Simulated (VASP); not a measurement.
# NbCu (Fm-3m) in VASP: notebook

Runs on NbCu. Level: HF. Tasks: single point.

All numbers are computed with VASP 6.6.1; they aren't measurements. Logs are shortened: lines on timing, memory, paths and dates and some standing lists are left out, and cuts for length are marked.

### 1 The cell of the first run

Symmetry: Fm-3m, No. 225, cubic system. The conventional cell has a = 5.186 Å, b = 5.186 Å, c = 5.186 Å, α = 90.00°, β = 90.00°, γ = 90.00°. Nb (site symmetry m-3m) has 6 Cu at 2.59 Å within 3.4 Å. Cu (site symmetry m-3m) has 6 Nb at 2.59 Å within 3.4 Å.

### 2 Single point, HF

The input, POSCAR:

```
NbCu
1.0
    0.0000000000      2.5927724304      2.5927724304
    2.5927724304      0.0000000000      2.5927724304
    2.5927724304      2.5927724304      0.0000000000
Nb Cu
1 1
Direct
    0.0000000000      0.0000000000      0.0000000000
    0.5000000000      0.5000000000      0.5000000000
```

The input, INCAR.step1:

```
  PREC = Accurate
  ENCUT = 520
  EDIFF = 1E-5
  ISMEAR = -1
  SIGMA = 0.05
  LREAL = False
  LASPH = True
  NELM = 60
  ALGO = Normal
  ISIF = 2
  LWAVE = True
  LCHARG = False
  NBANDS = 19
  GGA = PE
```

The input, INCAR.step2:

```
  PREC = Accurate
  ENCUT = 520
  EDIFF = 1E-6
  ISMEAR = -1
  SIGMA = 0.05
  LREAL = False
  LASPH = True
  NELM = 60
  ALGO = Normal
  ISIF = 2
  LWAVE = False
  LCHARG = False
  GGA = PE
  LHFCALC = True
  AEXX = 1.0
  ALDAC = 0.0
  AGGAC = 0.0
  PRECFOCK = Normal
  NBANDS = 19
  ISTART = 1
```

The input, KPOINTS:

```
regular mesh
0
Gamma
  5 5 5
```

Potentials or basis: VASP PAW PBE potentials, release 64 (Nb_sv, Cu).

Command:

```console
$ cat potpaw_PBE.64/Nb_sv/POTCAR potpaw_PBE.64/Cu/POTCAR > POTCAR
$ cp INCAR.step1 INCAR
$ mpirun -np 1 vasp_std > vasp.out
$ cp INCAR.step2 INCAR
$ mpirun -np 1 vasp_std > vasp.out
```

OUTCAR:

```text
PREC = Accurate
   ENCUT = 520
   EDIFF = 1E-6
   ISMEAR = -1
   LREAL = False
   LASPH = True
   NELM = 60
   ISIF = 2
   GGA = PE
   LHFCALC = True
   AEXX = 1.0
   PRECFOCK = Normal
   ISTART = 1

 ion  position               nearest neighbor table
   1  0.000  0.000  0.000-   2 2.59   2 2.59   2 2.59   2 2.59   2 2.59   2 2.59
   2  0.500  0.500  0.500-   1 2.59   1 2.59   1 2.59   1 2.59   1 2.59   1 2.59

  LATTYP: Found a face centered cubic cell.
 ALAT       =     5.1855448608

  Lattice vectors:

 A1 = (   0.0000000000,   2.5927724304,   2.5927724304)
 A2 = (   2.5927724304,   0.0000000000,   2.5927724304)
 A3 = (   2.5927724304,   2.5927724304,   0.0000000000)

Analysis of symmetry for initial positions (statically):
=====================================================================
 Subroutine PRICEL returns:
 Original cell was already a primitive cell.

 Routine SETGRP: Setting up the symmetry group for a
 face centered cubic supercell.

 Subroutine GETGRP returns: Found 48 space group operations
 (whereof 48 operations were pure point group operations)
 out of a pool of 48 trial point group operations.

The static configuration has the point symmetry O_h .

Analysis of symmetry for dynamics (positions and initial velocities):
=====================================================================
 Subroutine PRICEL returns:
 Original cell was already a primitive cell.

 Routine SETGRP: Setting up the symmetry group for a
 face centered cubic supercell.

 Subroutine GETGRP returns: Found 48 space group operations
 (whereof 48 operations were pure point group operations)
 out of a pool of 48 trial point group operations.

The dynamic configuration has the point symmetry O_h .

 Subroutine INISYM returns: Found 48 space group operations
 (whereof 48 operations are pure point group operations),
 and found     1 'primitive' translations

----------------------------------------------------------------------------------------

                                     Primitive cell

  volume of cell :      34.8597

  direct lattice vectors                    reciprocal lattice vectors
     0.000000000  2.592772430  2.592772430    -0.192843766  0.192843766  0.192843766
     2.592772430  0.000000000  2.592772430     0.192843766 -0.192843766  0.192843766
     2.592772430  2.592772430  0.000000000     0.192843766  0.192843766 -0.192843766

  length of vectors
     3.666733935  3.666733935  3.666733935     0.334015201  0.334015201  0.334015201

  position of ions in fractional coordinates (direct lattice)
     0.000000000  0.000000000  0.000000000
     0.500000000  0.500000000  0.500000000

  ion indices of the primitive-cell ions
   primitive index   ion index
                 1           1
                 2           2

----------------------------------------------------------------------------------------

 KPOINTS: regular mesh

Automatic generation of k-mesh.
 Grid dimensions read from file:
 generate k-points for:    5    5    5

 Generating k-lattice:

  Cartesian coordinates                     Fractional coordinates (reciprocal lattice)
    -0.038568753  0.038568753  0.038568753     0.200000000  0.000000000  0.000000000
     0.038568753 -0.038568753  0.038568753     0.000000000  0.200000000  0.000000000
     0.038568753  0.038568753 -0.038568753     0.000000000  0.000000000  0.200000000

  Length of vectors
     0.066803040  0.066803040  0.066803040

  Shift w.r.t. Gamma in fractional coordinates (k-lattice)
     0.000000000  0.000000000  0.000000000

 Subroutine IBZKPT returns following result:
 ===========================================

 Found     10 irreducible k-points:

 Following reciprocal coordinates:
            Coordinates               Weight
  0.000000  0.000000  0.000000      1.000000
  0.200000  0.000000  0.000000      8.000000
  0.400000  0.000000  0.000000      8.000000
  0.200000  0.200000  0.000000      6.000000
  0.400000  0.200000  0.000000     24.000000
 -0.400000  0.200000  0.000000     24.000000
 -0.200000  0.200000  0.000000     12.000000
  0.400000  0.400000  0.000000      6.000000
 -0.400000  0.400000  0.000000     12.000000
 -0.400000  0.400000  0.200000     24.000000
   k-points           NKPTS =     10   k-points in BZ     NKDIM =    125   number of bands    NBANDS=     19
   number of dos      NEDOS =    301   number of ions     NIONS =      2
   total plane-waves  NPLWV =  21952
   dimension x,y,z NGX =    28 NGY =   28 NGZ =   28
   dimension x,y,z NGXF=    56 NGYF=   56 NGZF=   56
   ions per type =               1   1
   NGX,Y,Z   is equivalent  to a cutoff of  12.69, 12.69, 12.69 a.u.
   NGXF,Y,Z  is equivalent  to a cutoff of  25.39, 25.39, 25.39 a.u.
 SYSTEM =  unknown system
   PREC   = accura    normal or accurate (medium, high low for compatibility)
   ISTART =      1    job   : 0-new  1-cont  2-samecut
   ICHARG =      0    charge: 1-file 2-atom 10-const
   ISPIN  =      1    spin polarized calculation?
   LNONCOLLINEAR =      F non collinear calculations
   LSORBIT =      F    spin-orbit coupling
   LASPH  =      T    aspherical Exc in radial PAW
   ENCUT  =  520.0 eV  38.22 Ry    6.18 a.u.   6.82  6.82  6.82*2*pi/ulx,y,z
   NELM   =     60;   NELMIN=  2; NELMDL=  0     # of ELM steps
   EDIFF  = 0.1E-05   stopping-criterion for ELM
   LREAL  =      F    real-space projection
   EDIFFG = 0.1E-04   stopping-criterion for IOM
   NSW    =      0    number of steps for IOM
   IBRION =     -1    ionic relax: 0-MD 1-quasi-New 2-CG
   NFREE  =      0    steps in history (QN), initial steepest desc. (CG)
   ISIF   =      2    stress and relaxation
   ISYM   =      3    0-nonsym 1-usesym 2-fastsym
   POTIM  = 0.5000    time-step for ionic-motion
   TEBEG  =    0.0;   TEEND  =   0.0 temperature during run
   PSTRESS=    0.0 pullay stress
   NELECT =      24.0000    total number of electrons
   NUPDOWN=      -1.0000    fix difference up-down
   EMIN   =  10.00;   EMAX   =-10.00  energy-range for DOS
   EFERMI =   0.00;   METHOD = LEGACY
   ISMEAR =    -1;   SIGMA  =   0.05  broadening in eV -4-tet -1-fermi 0-gaus
   EFERMI_NEDOS =   21; number of points for ismear=-14 and -15
   IALGO  =     38    algorithm
   IMIX   =      1    mixing-type and parameters
     AMIX     =   0.40;   BMIX     =  1.00
     AMIX_MAG =   1.60;   BMIX_MAG =  1.00
  volume/ion in A,a.u.               =      17.43       117.62
  Fermi-wavevector in a.u.,A,eV,Ry     =   1.445565  2.731721 28.431511  2.089657
  Thomas-Fermi vector in A             =   2.563732
   LORBIT       =      0    0 simple, 1 ext, 2 COOP (PROOUT), +10 PAW based schemes
   GGA     = PE    functional components
   LHFCALC =     T    Hartree Fock is set to
   PRECFOCK=normal    Normal, Fast or Accurate (Low or Medium for compatibility)
   ENCUT4O =  -1.0   cutoff for four orbital integrals eV
   NKREDX  =     1    reduce k-point grid by
   NKREDY  =     1    reduce k-point grid by
   NKREDZ  =     1    reduce k-point grid by
   AEXX    =    1.0000 exact exchange contribution
   HFSCREEN=    0.0000 screening length (either q_TF or 0.3 A-1)
   HFSCREENC=   0.0000 screening length for correlation (either q_TF or 0.3 A-1)
   ENCUTFOCK=  -1.0 apply spherical cutoff to Coloumb kernel
   IVDW    =     0    specifies the selected vdW correction
   LEPSILON=     F    determine dielectric tensor
   LRPA    =     F    only Hartree local field effects (RPA)
 non-spin polarized calculation
  energy-cutoff  :      520.00
  volume of cell :       34.86
 maximum number of plane-waves:       951
  NGX = 24; NGY = 24; NGZ = 24

 number of electron      23.9999991 magnetization

 Free energy of the ion-electron system (eV)
  ---------------------------------------------------
  ext. energy  EPLUGINS =         0.00000000
  ---------------------------------------------------
  free energy    TOTEN  =       -20.69401776 eV

  energy without entropy =      -20.68850982  energy(sigma->0) =      -20.69126379

 E-fermi :   7.8430     XC(G=0):   0.0000

 val. band max:        7.7230880864   @ k =  -0.4000   0.2000   0.0000
 cond. band min:      10.3508049502   @ k =  -0.2000   0.2000   0.0000
 fundamental gap:      2.6277168638
 Fermi energy:         7.8429849794

 k-point     1 :       0.0000    0.0000    0.0000
  band No.  band energies     occupation
      1     -64.1208      2.00000
      2     -34.1873      2.00000
      3     -34.1873      2.00000
      4     -34.1873      2.00000
      5      -3.6449      2.00000
      6      -2.1380      2.00000
[... 11 lines left out ...]
     18      23.0408      0.00000
     19      23.0408      0.00000

 k-point     2 :       0.2000    0.0000    0.0000
  band No.  band energies     occupation
      1     -64.1079      2.00000
      2     -34.3169      2.00000
      3     -34.2062      2.00000
      4     -34.2062      2.00000
      5      -2.4397      2.00000
      6      -2.0849      2.00000
[... 11 lines left out ...]
     18      25.0742      0.00000
     19      25.0742      0.00000

 k-point     3 :       0.4000    0.0000    0.0000
  band No.  band energies     occupation
      1     -64.0867      2.00000
      2     -34.5329      2.00000
      3     -34.2320      2.00000
      4     -34.2320      2.00000
      5      -2.0768      2.00000
      6      -1.7314      2.00000
[... 11 lines left out ...]
     18      25.9303      0.00000
     19      25.9303      0.00000

 k-point     4 :       0.2000    0.2000    0.0000
  band No.  band energies     occupation
      1     -64.1039      2.00000
      2     -34.3216      2.00000
      3     -34.2262      2.00000
      4     -34.2262      2.00000
      5      -2.3228      2.00000
      6      -2.2643      2.00000
[... 99 lines left out ...]
     18      20.6672      0.00000
     19      26.7894      0.00000

 k-point     9 :      -0.4000    0.4000    0.0000
  band No.  band energies     occupation
      1     -64.0722      2.00000
      2     -34.4987      2.00000
      3     -34.3595      2.00000
      4     -34.2812      2.00000
      5      -2.4576      2.00000
      6      -1.6212      2.00000
[... 11 lines left out ...]
     18      19.9389      0.00000
     19      26.9762      0.00000

 k-point    10 :      -0.4000    0.4000    0.2000
  band No.  band energies     occupation
      1     -64.0745      2.00000
      2     -34.4660      2.00000
      3     -34.3675      2.00000
      4     -34.2893      2.00000
      5      -2.2067      2.00000
      6      -1.8372      2.00000
[... 11 lines left out ...]
     18      21.5797      0.00000
     19      28.2277      0.00000

------------------------ aborting loop because EDIFF is reached ----------------------------------------

  FORCE on cell =-STRESS in cart. coord.  units (eV):
  Direction    XX          YY          ZZ          XY          YZ          ZX
  --------------------------------------------------------------------------------------
  -------------------------------------------------------------------------------------
  Total       -0.2160331     -0.2160331     -0.2160331      0.0000000      0.0000000      0.0000000
  in kB       -9.9290497     -9.9290497     -9.9290497      0.0000000      0.0000000      0.0000000
  external PRESSURE =      -9.9290497 kB  Pullay stress =       0.0000000 kB

 VOLUME and BASIS-vectors are now :
 -----------------------------------------------------------------------------
  energy-cutoff  :      520.00
  volume of cell :       34.86
      direct lattice vectors                 reciprocal lattice vectors
     0.000000000  2.592772430  2.592772430    -0.192843766  0.192843766  0.192843766
     2.592772430  0.000000000  2.592772430     0.192843766 -0.192843766  0.192843766
     2.592772430  2.592772430  0.000000000     0.192843766  0.192843766 -0.192843766

 POSITION                                       TOTAL-FORCE (eV/Angst)
 -----------------------------------------------------------------------------------
      0.00000      0.00000      0.00000        -0.000000     -0.000000      0.000000
      2.59277      2.59277      2.59277         0.000000      0.000000     -0.000000
 -----------------------------------------------------------------------------------
    total drift:                                0.000000      0.000000     -0.000000

  FREE ENERGIE OF THE ION-ELECTRON SYSTEM (eV)
  ---------------------------------------------------
  free  energy   TOTEN  =       -20.6940177587 eV

  energy  without entropy=      -20.6885098168  energy(sigma->0) =      -20.69126379
```

Run time: 38 min. Hardware: 1 thread of Intel Xeon Platinum 8259CL at 2.50GHz (Skylake/Cascade Lake), shared host; peak memory 0.19 GiB.

Results:

| Quantity | Value |
| --- | --- |
| Free energy | -20.6940 eV |
| Pressure | -1.0 GPa |
| Band gap on the k mesh | zero (bands 12 and 13 overlap by 6.11 eV) |

Levels at points of the mesh, in eV from the Fermi level:
```tsv
k point	band 9	band 10	band 11	band 12	band 13	band 14	band 15	band 16
(0.00, 0.00, 0.00)	-9.61	-9.61	5.28	5.28	5.28	6.63	6.63	14.50
```

Caveat: the k points lie up to 0.42 Å⁻¹ apart, too coarse for converged energies and pressures of a metal; the PAW data sets were made with another functional, which shifts forces and pressure a little.

### 3 Single point, HF

This run uses another cell than the first one, of 16.82 Å³/atom.

The input, POSCAR:

```
NbCu
1.0
    0.0000000000      2.5622100000      2.5622100000
    2.5622100000      0.0000000000      2.5622100000
    2.5622100000      2.5622100000      0.0000000000
Nb Cu
1 1
Direct
    0.0000000000      0.0000000000      0.0000000000
    0.5000000000      0.5000000000      0.5000000000
```

The input, INCAR.step1:

```
SYSTEM = NbCu
ALGO = Normal
EDIFF = 1E-5
ENCUT = 520
GGA = PE
ISIF = 2
ISMEAR = -1
LASPH = .TRUE.
LCHARG = .FALSE.
LREAL = .FALSE.
LWAVE = .TRUE.
NBANDS = 19
NELM = 80
PREC = Accurate
SIGMA = 0.05
```

The input, INCAR.step2:

```
SYSTEM = NbCu
AEXX = 1.0
AGGAC = 0.0
ALDAC = 0.0
ALGO = Normal
EDIFF = 1E-6
ENCUT = 520
GGA = PE
ISIF = 2
ISMEAR = -1
ISTART = 1
LASPH = .TRUE.
LCHARG = .FALSE.
LHFCALC = .TRUE.
LREAL = .FALSE.
LWAVE = .FALSE.
NBANDS = 19
NELM = 80
PREC = Accurate
PRECFOCK = Normal
SIGMA = 0.05
```

The input, KPOINTS:

```
k-points
0
G
  5 5 5
  0 0 0
```

Potentials or basis: VASP PAW PBE potentials, release 64 (Nb_sv, Cu).

Command:

```console
$ cat potpaw_PBE.64/Nb_sv/POTCAR potpaw_PBE.64/Cu/POTCAR > POTCAR
$ cp INCAR.step1 INCAR
$ mpirun -np 1 vasp_std > vasp.out
$ cp INCAR.step2 INCAR
$ mpirun -np 1 vasp_std > vasp.out
```

It took 42 min on 1 thread of Oxide Virtual Turin-like, shared host; peak memory 0.15 GiB.

It converged, with:

| Property | Result |
| --- | --- |
| Free energy | -20.6804 eV |
| Pressure | 4.4 GPa |
| Band gap on the k mesh | zero (bands 12 and 13 overlap by 6.23 eV) |

Levels at points of the mesh, in eV from the Fermi level:
| k point | band 10 | band 11 | band 12 | band 13 | band 14 | band 15 |
| --- | --- | --- | --- | --- | --- | --- |
| (0.00, 0.00, 0.00) | -9.79 | 5.37 | 5.37 | 5.37 | 6.87 | 6.87 |

Caveat: the k points lie up to 0.42 Å⁻¹ apart, too coarse for converged energies and pressures of a metal; the PAW data sets were made with another functional, which shifts forces and pressure a little.

### 4 Single point, HF

The input, POSCAR:

```
NbCu
1.0
    0.0000000000      2.5927724429      2.5927724429
    2.5927724429      0.0000000000      2.5927724429
    2.5927724429      2.5927724429      0.0000000000
Nb Cu
1 1
Direct
    0.0000000000      0.0000000000      0.0000000000
    0.5000000000      0.5000000000      0.5000000000
```

The input, INCAR.step1:

```
  PREC = Accurate
  ENCUT = 520
  EDIFF = 1E-5
  ISMEAR = -1
  SIGMA = 0.05
  LREAL = False
  LASPH = True
  NELM = 60
  ALGO = Normal
  ISIF = 2
  LWAVE = True
  LCHARG = False
  NBANDS = 19
  GGA = PE
```

The input, INCAR.step2:

```
  PREC = Accurate
  ENCUT = 520
  EDIFF = 1E-6
  ISMEAR = -1
  SIGMA = 0.05
  LREAL = False
  LASPH = True
  NELM = 60
  ALGO = Normal
  ISIF = 2
  LWAVE = False
  LCHARG = False
  GGA = PE
  LHFCALC = True
  AEXX = 1.0
  ALDAC = 0.0
  AGGAC = 0.0
  PRECFOCK = Normal
  NBANDS = 19
  ISTART = 1
```

The input, KPOINTS:

```
regular mesh
0
Gamma
  5 5 5
```

Command:

```console
$ cat potpaw_PBE.64/Nb_sv/POTCAR potpaw_PBE.64/Cu/POTCAR > POTCAR
$ cp INCAR.step1 INCAR
$ mpirun -np 1 vasp_std > vasp.out
$ cp INCAR.step2 INCAR
$ mpirun -np 1 vasp_std > vasp.out
```

It took 42 min on 1 thread of Oxide Virtual Turin-like, shared host; peak memory 0.14 GiB.

The run converged. Its results:

* Free energy: -20.6940 eV
* Pressure: -1.0 GPa
* Band gap on the k mesh: zero (bands 12 and 13 overlap by 6.11 eV)

Levels at points of the mesh, in eV from the Fermi level:
```tsv
k point	band 9	band 10	band 11	band 12	band 13	band 14	band 15	band 16
(0.00, 0.00, 0.00)	-9.61	-9.61	5.28	5.28	5.28	6.63	6.63	14.50
```

Caveat: the k points lie up to 0.42 Å⁻¹ apart, too coarse for converged energies and pressures of a metal; the PAW data sets were made with another functional, which shifts forces and pressure a little.

The gap in the log of VASP goes by the Fermi energy; the results here count the filled bands.